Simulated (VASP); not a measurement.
# Si2Mo (I4/mmm) in VASP: notebook, part 2 of 2

VASP 6.6.1. Earlier steps stand in the parts before.

## Step 3: Single point, PBEsol

This run uses another cell than the first one: it holds 3 atoms, not 12.

INCAR

```
SYSTEM = Si2Mo
PREC = Accurate
ENCUT = 520
EDIFF = 1E-7
ISMEAR = 0
SIGMA = 0.1
LREAL = .FALSE.
LASPH = .TRUE.
NELM = 100
ALGO = Normal
ISIF = 2
LWAVE = .FALSE.
LCHARG = .TRUE.
GGA = PS
LELF = .TRUE.
LVHAR = .TRUE.
NBANDS = 18
ISYM = 0
```

KPOINTS

```
Automatic mesh
0
G
  8 8 17
  0 0 0
```

POSCAR

```
Si2Mo
1.0
    4.5114404978      0.0000000000      0.0000000000
    0.0000000000      4.5146191219      0.0000000000
    2.2557202489      1.1270660279      1.9539692961
Si Mo
2 1
Direct
    0.6649403351      0.3298806703      0.6701193297
    0.3350596649      0.6701193297      0.3298806703
    0.0000000000      0.0000000000      0.0000000000
```

Potentials or basis: VASP PAW PBE potentials, release 64 (Si, Mo_sv).

Started as:

```sh
$ cat potpaw_PBE.64/Si/POTCAR potpaw_PBE.64/Mo_sv/POTCAR > POTCAR
$ mpirun -np 1 vasp_std > vasp.out
```

OUTCAR:

```text
SYSTEM = Si2Mo
   PREC = Accurate
   ENCUT = 520
   EDIFF = 1E-7
   ISMEAR = 0
   LREAL = .FALSE.
   LASPH = .TRUE.
   NELM = 100
   ISIF = 2
   GGA = PS
   ISYM = 0

 ion  position               nearest neighbor table
   1  0.665  0.330  0.670-   2 2.58   3 2.60   3 2.60   3 2.60   3 2.60   2 2.62   2 2.62   2 2.62
                             2 2.62   3 2.62
   2  0.335  0.670  0.330-   1 2.58   3 2.60   3 2.60   3 2.60   3 2.60   1 2.62   1 2.62   1 2.62
                             1 2.62   3 2.62
   3  0.000  0.000  0.000-   1 2.60   2 2.60   2 2.60   1 2.60   2 2.60   1 2.60   2 2.60   1 2.60
                             2 2.62   1 2.62

IMPORTANT INFORMATION: All symmetrisations will be switched off!
NOSYMM: (Re-)initialisation of all symmetry stuff for point group C_1.

----------------------------------------------------------------------------------------

                                     Primitive cell

  volume of cell :      39.7973

  direct lattice vectors                    reciprocal lattice vectors
     4.511440498  0.000000000  0.000000000     0.221658692  0.000000000 -0.255889384
     0.000000000  4.514619122  0.000000000     0.000000000  0.221502628 -0.127764591
     2.255720249  1.127066028  1.953969296     0.000000000  0.000000000  0.511778768

  length of vectors
     4.511440498  4.514619122  3.190070169     0.338543871  0.255709219  0.511778768

  position of ions in fractional coordinates (direct lattice)
     0.664940335  0.329880670  0.670119330
     0.335059665  0.670119330  0.329880670
     0.000000000  0.000000000  0.000000000

  ion indices of the primitive-cell ions
   primitive index   ion index
                 1           1
                 2           2
                 3           3

----------------------------------------------------------------------------------------

 KPOINTS: Automatic mesh

Automatic generation of k-mesh.
 Grid dimensions read from file:
 generate k-points for:    8    8   17

 Generating k-lattice:
[... 104 lines left out ...]
     AMIX_MAG =   1.60;   BMIX_MAG =  1.00
  volume/ion in A,a.u.               =      13.27        89.52
  Fermi-wavevector in a.u.,A,eV,Ry     =   1.343583  2.539003 24.561429  1.805214
  Thomas-Fermi vector in A             =   2.471645
   LORBIT       =      0    0 simple, 1 ext, 2 COOP (PROOUT), +10 PAW based schemes
   GGA     = PS    functional components
   LHFCALC =     F    Hartree Fock is set to
   AEXX    =    0.0000 exact exchange contribution
   IVDW    =     0    specifies the selected vdW correction
   LEPSILON=     F    determine dielectric tensor
   LRPA    =     F    only Hartree local field effects (RPA)
 non-spin polarized calculation
 Gauss-broadening in eV      SIGMA  =   0.10
  energy-cutoff  :      520.00
  volume of cell :       39.80
 maximum number of plane-waves:      1090
 NGX is ok and might be reduce to    36

 number of electron      22.0000000 magnetization

 Free energy of the ion-electron system (eV)
  ---------------------------------------------------
  ext. energy  EPLUGINS =         0.00000000
  ---------------------------------------------------
  free energy    TOTEN  =       -25.07853662 eV

  energy without entropy =      -25.07646372  energy(sigma->0) =      -25.07750017

 E-fermi :  12.3124     XC(G=0): -12.5625

 val. band max:       12.3099938661   @ k =   0.0000   0.1250   0.0588
 cond. band min:      12.3223549348   @ k =   0.0000   0.3750   0.0588
 fundamental gap:      0.0123610687
 Fermi energy:        12.3124047929

 k-point     1 :       0.0000    0.0000    0.0000
  band No.  band energies     occupation
      1     -48.2653      2.00000
      2     -22.4579      2.00000
      3     -22.3716      2.00000
      4     -22.3705      2.00000
      5      -1.1628      2.00000
      6       5.8687      2.00000
[... 481 lines left out ...]
      5       1.4124      2.00000
      6       3.1289      2.00000
[... 10 lines left out ...]
     17      18.6412      0.00000
     18      19.4434      0.00000

 [... further k-points ...]

------------------------ aborting loop because EDIFF is reached ----------------------------------------

  FORCE on cell =-STRESS in cart. coord.  units (eV):
  Direction    XX          YY          ZZ          XY          YZ          ZX
  --------------------------------------------------------------------------------------
  -------------------------------------------------------------------------------------
  Total        0.1124094      0.0834665      0.0928750     -0.0003855      0.0130758     -0.0003089
  in kB        4.5254214      3.3602267      3.7389995     -0.0155211      0.5264106     -0.0124349
  external PRESSURE =       3.8748825 kB  Pullay stress =       0.0000000 kB

 VOLUME and BASIS-vectors are now :
 -----------------------------------------------------------------------------
  energy-cutoff  :      520.00
  volume of cell :       39.80
      direct lattice vectors                 reciprocal lattice vectors
     4.511440498  0.000000000  0.000000000     0.221658692  0.000000000 -0.255889384
     0.000000000  4.514619122  0.000000000     0.000000000  0.221502628 -0.127764591
     2.255720249  1.127066028  1.953969296     0.000000000  0.000000000  0.511778768

 POSITION                                       TOTAL-FORCE (eV/Angst)
 -----------------------------------------------------------------------------------
      4.51144      2.24455      1.30939         0.000425     -0.005799      0.004230
      2.25572      3.39713      0.64458        -0.000425      0.005799     -0.004230
      0.00000      0.00000      0.00000        -0.000000     -0.000000      0.000000
 -----------------------------------------------------------------------------------
    total drift:                                0.000000     -0.000000      0.000000

  FREE ENERGIE OF THE ION-ELECTRON SYSTEM (eV)
  ---------------------------------------------------
  free  energy   TOTEN  =       -25.0785366175 eV

  energy  without entropy=      -25.0764637224  energy(sigma->0) =      -25.07750017
```

OSZICAR:

```text
N       E                     dE             d eps       ncg     rms          rms(c)
DAV:   1     0.119105080526E+03    0.11911E+03   -0.11263E+04 19680   0.116E+03
DAV:   2    -0.230413459640E+02   -0.14215E+03   -0.13923E+03 23610   0.299E+02
DAV:   3    -0.260292816581E+02   -0.29879E+01   -0.29637E+01 24416   0.387E+01
DAV:   4    -0.260454617253E+02   -0.16180E-01   -0.16167E-01 23382   0.312E+00
DAV:   5    -0.260455680114E+02   -0.10629E-03   -0.10628E-03 23068   0.264E-01    0.231E+01
DAV:   6    -0.252524026416E+02    0.79317E+00   -0.56084E+00 20718   0.156E+01    0.507E+00
DAV:   7    -0.251208686293E+02    0.13153E+00   -0.83900E-01 20466   0.553E+00    0.476E+00
DAV:   8    -0.250797286516E+02    0.41140E-01   -0.10855E-01 21268   0.240E+00    0.450E-01
DAV:   9    -0.250786633155E+02    0.10653E-02   -0.20577E-03 23368   0.359E-01    0.244E-01
DAV:  10    -0.250785530482E+02    0.11027E-03   -0.50443E-04 21676   0.190E-01    0.595E-02
DAV:  11    -0.250785398101E+02    0.13238E-04   -0.16211E-04 21524   0.948E-02    0.419E-02
DAV:  12    -0.250785372971E+02    0.25130E-05   -0.23570E-05 21022   0.350E-02    0.952E-03
DAV:  13    -0.250785367714E+02    0.52570E-06   -0.14104E-06 21354   0.999E-03    0.235E-03
DAV:  14    -0.250785366454E+02    0.12598E-06   -0.51191E-08 11300   0.149E-03    0.592E-04
DAV:  15    -0.250785366175E+02    0.27960E-07   -0.74271E-09 10646   0.590E-04
   1 F= -.25078537E+02 E0= -.25077500E+02  d E =-.207290E-02
```

It took 2.5 min on 1 thread of Intel Xeon 6975P-C (Granite Rapids), shared host; peak memory 0.47 GiB.

What came out:

* Free energy: -25.0785 eV
* Pressure: 0.4 GPa
* Largest force: 0.007 eV/Å
* Band gap on the k mesh: zero (band 11 reaches 12.84 eV, above the bottom of band 12 at 11.88 eV)

Forces on the atoms (eV/Å):
```
Si   0.000 -0.006  0.004
Si   0.000  0.006 -0.004
Mo   0.000  0.000  0.000
```

Caveat: the PAW data sets were made with another functional, which shifts forces and pressure a little.
